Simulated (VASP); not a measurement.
Wanted: the native input for a VASP 6.6.1 run.

```yaml
Task: relaxation of the atoms
Functional: PBE
Potentials_or_basis: VASP PAW PBE potentials, release 64 (Si, C)
Cutoff: 520 eV
k_mesh: 12 × 12 × 6
Occupations: gaussian, width 0.02 eV
Spin: no spin polarisation
Dipole_correction: no
Further_INCAR_settings: ALGO = Normal; EDIFF = 1e-06; IBRION = 2; EDIFFG = -0.008; NSW = 60
```

The structure of SiC lies in POSCAR:

```
SiC
1.0
    3.0919365174      0.0000000000      0.0000000000
   -1.5459682587      2.6776955709      0.0000000000
    0.1014858458      0.0000000000      5.0742922898
Si C
2 2
Direct
    0.3333333333      0.6666666667      0.4995817067
    0.6666666667      0.3333333333      0.9995817067
    0.3333333333      0.6666666667      0.8754182933
    0.6666666667      0.3333333333      0.3754182933
```

This cell differs from its parent crystal: shear of c along a, cell held: +2.0 %.

These files were run (other wordings do the same):

INCAR

```
SYSTEM = SiC
  PREC = Accurate
  ENCUT = 520
  EDIFF = 1E-6
  ISMEAR = 0
  SIGMA = 0.02
  LREAL = .False.
  LASPH = .True.
  NELM = 100
  ALGO = Normal
  ISIF = 2
  LWAVE = .False.
  LCHARG = .False.
  GGA = PE
  IBRION = 2
  NSW = 60
  EDIFFG = -0.008
```

KPOINTS

```
regular mesh
0
Gamma
  12 12 6
  0 0 0
```

Potentials or basis: VASP PAW PBE potentials, release 64 (Si, C).

The run is started by

```sh
$ cat potpaw_PBE.64/Si/POTCAR potpaw_PBE.64/C/POTCAR > POTCAR
$ mpirun -np 1 vasp_std > vasp.out
```

It gave:

- Energy gained by relaxing: 0.2 meV/atom
- Ionic steps: 3
- Pressure after relaxing: -0.1 GPa
- Band gap on the k mesh: 2.26 eV (least direct gap 3.94 eV)

Caveat: the cell differs from its parent crystal (shear of c along a, cell held: +2.0 %).

Run time: 72 s on 1 thread of Intel(R) Xeon(R) 6975P-C (Granite Rapids) (shared host), peak memory 0.23 GiB.
